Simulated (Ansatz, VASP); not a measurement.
## Two plane-wave programs on Hf2N

INCAR

```
ALGO = Normal
EDIFF = 1E-7
ENCUT = 520
GGA = PS
ISIF = 2
ISMEAR = 0
LASPH = True
LCHARG = False
LREAL = False
LWAVE = False
NBANDS = 34
NELM = 60
PREC = Accurate
SIGMA = 0.05
```

Contents of KPOINTS:

```
k-points
0
Gamma
  8 8 12
```

Contents of POSCAR:

```
Hf2N
1.0
    5.3131240200      0.0000000000      0.0000000000
    0.0000000000      5.3131240200      0.0000000000
    0.0000000000      0.0000000000      3.2420983900
Hf N
4 2
Direct
    0.2955363700      0.2955363700      0.0000000000
    0.7044636300      0.7044636300      0.0000000000
    0.7955363700      0.2044636300      0.5000000000
    0.2044636300      0.7955363700      0.5000000000
    0.0000000000      0.0000000000      0.0000000000
    0.5000000000      0.5000000000      0.5000000000
```

Input for Ansatz:

```yaml
crystal:
  lattice:
    - [5.31312402, 0.0, 0.0]
    - [0.0, 5.31312402, 0.0]
    - [0.0, 0.0, 3.24209839]
  atoms:
    - { symbol: Hf, position: [0.29553637, 0.29553637, 0.0] }
    - { symbol: Hf, position: [0.70446363, 0.70446363, 0.0] }
    - { symbol: Hf, position: [0.79553637, 0.20446363, 0.5] }
    - { symbol: Hf, position: [0.20446363, 0.79553637, 0.5] }
    - { symbol: "N", position: [0.0, 0.0, 0.0] }
    - { symbol: "N", position: [0.5, 0.5, 0.5] }
basis:
  ecutwfc: 420
kpoints:
  mp_grid: { grid: [8, 8, 12] }
hamiltonian:
  xc: pbesol
scf:
  occupations: { method: gaussian, width: 0.05 }
output:
  forces: true
  stress: true
  eigenvalues: true
```

Alike in both runs: task single point; functional PBEsol; k mesh 8 × 8 × 12; occupations gaussian, width 0.05 eV; no spin polarisation.

|  | VASP | Ansatz |
| --- | --- | --- |
| version | VASP 6.6.1 | Ansatz 0.2.0 |
| potentials or method | VASP PAW PBE potentials, release 64 (Hf_pv, N), cutoff 520 eV | scalar-relativistic, plane waves, PAW |
| valence electrons in the cell | 50 | 114 |

|  | VASP | Ansatz | Ansatz less VASP |
| --- | --- | --- | --- |
| gap on the k mesh at the Fermi level (eV) | none | none | - |
| pressure (GPa) | -3.3 | -2.3 | +0.99 |
| traceless stress, the component that is largest in VASP (GPa) | -0.39 | -0.27 | +0.114 |
| rms of the force components (eV/Å) | 0.004 | 0.000 | -0.0035 |

VASP's potentials were made for PBE, not for PBEsol. Atom by atom the forces differ by 0.004 eV/Å (rms over components). A gap of «none» marks a metal or a gap that the smearing closes. VASP's potentials hold 50 valence electrons a cell and Ansatz's 114, so a difference there can come from the potentials and not from the codes.

Spin-orbit coupling is off throughout.
